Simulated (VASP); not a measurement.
# HfB2 (P2/m) in VASP: further runs, part 2 of 2

VASP 6.6.1. Earlier steps stand in the parts before.

## 3. Single point, PBE

Input file INCAR:

```
PREC = Accurate ; ENCUT = 520
EDIFF = 1E-7 ; ISMEAR = 1
SIGMA = 0.1 ; LREAL = False
LASPH = True ; NELM = 100
ALGO = Normal ; ISIF = 2
LWAVE = False ; LCHARG = False
GGA = PE ; NBANDS = 15
```

Input file KPOINTS:

```
Automatic mesh
0
Gamma
  13 13 10
```

Input file POSCAR:

```
HfB2
1.0
    3.1400000000     -0.0392500000      0.0000000000
   -1.6039915000      2.7389450000      0.0000000000
    0.0000000000      0.0000000000      3.4800000000
Hf B
1 2
Direct
    0.0000000000      0.0000000000      0.0000000000
    0.3333333333      0.6666666667      0.5000000000
    0.6666666667      0.3333333333      0.5000000000
```

Potentials or basis: VASP PAW PBE potentials, release 64 (Hf_pv, B).

On the command line:

```sh
$ cat potpaw_PBE.64/Hf_pv/POTCAR potpaw_PBE.64/B/POTCAR > POTCAR
$ mpirun -np 1 vasp_std > vasp.out
```

OUTCAR:

```text
PREC = Accurate
   ENCUT = 520
   EDIFF = 1E-7
   ISMEAR = 1
   LREAL = False
   LASPH = True
   NELM = 100
   ISIF = 2
   GGA = PE

 ion  position               nearest neighbor table
   1  0.000  0.000  0.000-   3 2.50   3 2.50   2 2.50   2 2.50   3 2.51   3 2.51   2 2.51   2 2.51
                             2 2.53   3 2.53   2 2.53   3 2.53
   2  0.333  0.667  0.500-   3 1.79   3 1.81   3 1.83   1 2.50   1 2.50   1 2.51   1 2.51   1 2.53
                             1 2.53
   3  0.667  0.333  0.500-   2 1.79   2 1.81   2 1.83   1 2.50   1 2.50   1 2.51   1 2.51   1 2.53
                             1 2.53

  LATTYP: Found a simple monoclinic cell.
 ALAT       =     3.1060707019
 B/A-ratio  =     1.1203866022
 C/A-ratio  =     1.0110025187
 COS(beta)  =    -0.4836158305

  Lattice vectors:

 A1 = (   1.5360085000,   2.6996950000,   0.0000000000)
 A2 = (   0.0000000000,   0.0000000000,  -3.4800000000)
 A3 = (  -3.1400000000,   0.0392500000,   0.0000000000)

Analysis of symmetry for initial positions (statically):
=====================================================================
 Subroutine PRICEL returns:
 Original cell was already a primitive cell.

 Routine SETGRP: Setting up the symmetry group for a
 simple monoclinic supercell.

 Subroutine GETGRP returns: Found  4 space group operations
 (whereof  4 operations were pure point group operations)
 out of a pool of  4 trial point group operations.

The static configuration has the point symmetry C_2h.

Analysis of symmetry for dynamics (positions and initial velocities):
=====================================================================
 Subroutine PRICEL returns:
 Original cell was already a primitive cell.

 Routine SETGRP: Setting up the symmetry group for a
 simple monoclinic supercell.

 Subroutine GETGRP returns: Found  4 space group operations
 (whereof  4 operations were pure point group operations)
 out of a pool of  4 trial point group operations.

The dynamic configuration has the point symmetry C_2h.

[... 130 lines left out ...]
   LRPA    =     F    only Hartree local field effects (RPA)
 non-spin polarized calculation
 Methfessel and Paxton  Order N= 1 SIGMA  =   0.10
  energy-cutoff  :      520.00
  volume of cell :       29.71
 maximum number of plane-waves:       816
   NGX = 11   NGY = 11   NGZ = 13

 number of electron      15.9999999 magnetization

 Free energy of the ion-electron system (eV)
  ---------------------------------------------------
  ext. energy  EPLUGINS =         0.00000000
  ---------------------------------------------------
  free energy    TOTEN  =       -26.38522657 eV

  energy without entropy =      -26.38508148  energy(sigma->0) =      -26.38517821

 E-fermi :   7.8215     XC(G=0): -12.5971

 val. band max:        7.8115330658   @ k =   0.0769   0.0769   0.3000
 cond. band min:       7.8271940886   @ k =  -0.1538   0.0769   0.3000
 fundamental gap:      0.0156610229
 Fermi energy:         7.8215173208

 k-point     1 :       0.0000    0.0000    0.0000
  band No.  band energies     occupation
      1     -22.9641      2.00000
      2     -22.4897      2.00000
      3     -22.4414      2.00000
      4      -6.0825      2.00000
      5       4.6016      2.00000
      6       4.6992      2.00000
      7       4.8910      2.00000
      8       4.9180      2.00000
      9      11.6251      0.00000
     10      11.7508      0.00000
     11      12.2020      0.00000
     12      12.3223      0.00000
     13      12.4579      0.00000
     14      12.6698      0.00000
[... 401 lines left out ...]
      2     -22.8580      2.00000
      3     -22.6725      2.00000
      4      -3.8642      2.00000
      5       1.2569      2.00000
      6       3.0107      2.00000
      7       3.9299      2.00000
      8       6.6139      2.00000
      9       8.6546     -0.00000
     10       9.0796     -0.00000
     11      13.0030      0.00000
     12      13.6216      0.00000
     13      14.3254      0.00000
     14      15.2984      0.00000
     15      17.0531      0.00000

 [... further k-points ...]

------------------------ aborting loop because EDIFF is reached ----------------------------------------

  FORCE on cell =-STRESS in cart. coord.  units (eV):
  Direction    XX          YY          ZZ          XY          YZ          ZX
  --------------------------------------------------------------------------------------
  -------------------------------------------------------------------------------------
  Total        0.1845179      0.2073300      0.2431729      1.2508914      0.0000000      0.0000000
  in kB        9.9505651     11.1807602     13.1136755     67.4572852      0.0000000      0.0000000
  external PRESSURE =      11.4150003 kB  Pullay stress =       0.0000000 kB

 VOLUME and BASIS-vectors are now :
 -----------------------------------------------------------------------------
  energy-cutoff  :      520.00
  volume of cell :       29.71
      direct lattice vectors                 reciprocal lattice vectors
     3.140000000 -0.039250000  0.000000000     0.320819834  0.187879745  0.000000000
    -1.603991500  2.738945000  0.000000000     0.004597456  0.367796462  0.000000000
     0.000000000  0.000000000  3.480000000     0.000000000  0.000000000  0.287356322

 POSITION                                       TOTAL-FORCE (eV/Angst)
 -----------------------------------------------------------------------------------
      0.00000      0.00000      0.00000        -0.000000      0.000000      0.000000
     -0.02266      1.81288      1.74000        -0.030140      0.008003     -0.000000
      1.55867      0.88681      1.74000         0.030140     -0.008003      0.000000
 -----------------------------------------------------------------------------------
    total drift:                               -0.000000      0.000000     -0.000000

  FREE ENERGIE OF THE ION-ELECTRON SYSTEM (eV)
  ---------------------------------------------------
  free  energy   TOTEN  =       -26.3852265704 eV

  energy  without entropy=      -26.3850814833  energy(sigma->0) =      -26.38517821
```

OSZICAR:

```text
N       E                     dE             d eps       ncg     rms          rms(c)
DAV:   1     0.285034411862E+02    0.28503E+02   -0.80057E+03 15300   0.101E+03
DAV:   2    -0.272346299974E+02   -0.55738E+02   -0.52003E+02 20438   0.220E+02
DAV:   3    -0.287582226315E+02   -0.15236E+01   -0.15171E+01 20130   0.267E+01
DAV:   4    -0.287644354422E+02   -0.62128E-02   -0.62115E-02 18072   0.210E+00
DAV:   5    -0.287644723582E+02   -0.36916E-04   -0.36916E-04 20018   0.143E-01    0.525E+01
DAV:   6    -0.265022404735E+02    0.22622E+01   -0.27586E+00 18737   0.120E+01    0.385E+01
DAV:   7    -0.264536532342E+02    0.48587E-01   -0.97482E-01 19836   0.716E+00    0.117E+01
DAV:   8    -0.263902702069E+02    0.63383E-01   -0.24722E-01 18100   0.377E+00    0.164E+00
DAV:   9    -0.263854471287E+02    0.48231E-02   -0.21111E-02 18023   0.117E+00    0.384E-01
DAV:  10    -0.263852198056E+02    0.22732E-03   -0.88871E-04 19619   0.251E-01    0.271E-01
DAV:  11    -0.263852288150E+02   -0.90094E-05   -0.58760E-05 18660   0.579E-02    0.845E-02
DAV:  12    -0.263852264518E+02    0.23632E-05   -0.31288E-06 19143   0.126E-02    0.134E-02
DAV:  13    -0.263852265600E+02   -0.10819E-06   -0.26110E-07 18327   0.411E-03    0.148E-03
DAV:  14    -0.263852265704E+02   -0.10418E-07   -0.31802E-08  9015   0.153E-03
   1 F= -.26385227E+02 E0= -.26385178E+02  d E =-.145087E-03
```

stdout:

```text
POSCAR found type information on POSCAR HfB
 POSCAR found :  2 types and       3 ions
 scaLAPACK will be used
 LDA part: xc-table for (Slater+PW92), standard interpolation
 POSCAR, INCAR and KPOINTS ok, starting setup
 FFT: planning ... GRIDC
 FFT: planning ... GRID_SOFT
 FFT: planning ... GRID
 WAVECAR not read
 entering main loop
```

It took 89 s on 1 thread of Intel Xeon 6975P-C, shared host; peak memory 0.34 GiB.

What came out:

```
Free energy            : -26.3852 eV
Pressure               : 1.1 GPa
Largest force          : 0.031 eV/Å
Band gap on the k mesh : zero (band 8 reaches 8.40 eV, above the bottom of band 9 at 7.29 eV)
```

Forces on the atoms (eV/Å):
```
Hf   0.000  0.000  0.000
B   -0.030  0.008  0.000
B    0.030 -0.008  0.000
```

Levels at points of the mesh, in eV from the Fermi level:
```csv
k point,band 5,band 6,band 7,band 8,band 9,band 10,band 11,band 12
"(0.00, 0.00, 0.00)",-3.22,-3.12,-2.93,-2.90,3.80,3.93,4.38,4.50
"(0.00, 0.00, 0.50)",-8.52,-1.41,-1.28,0.06,0.26,0.63,1.08,2.08
```

Caveat: spin-orbit coupling is left out, which moves the levels of the heavy elements.
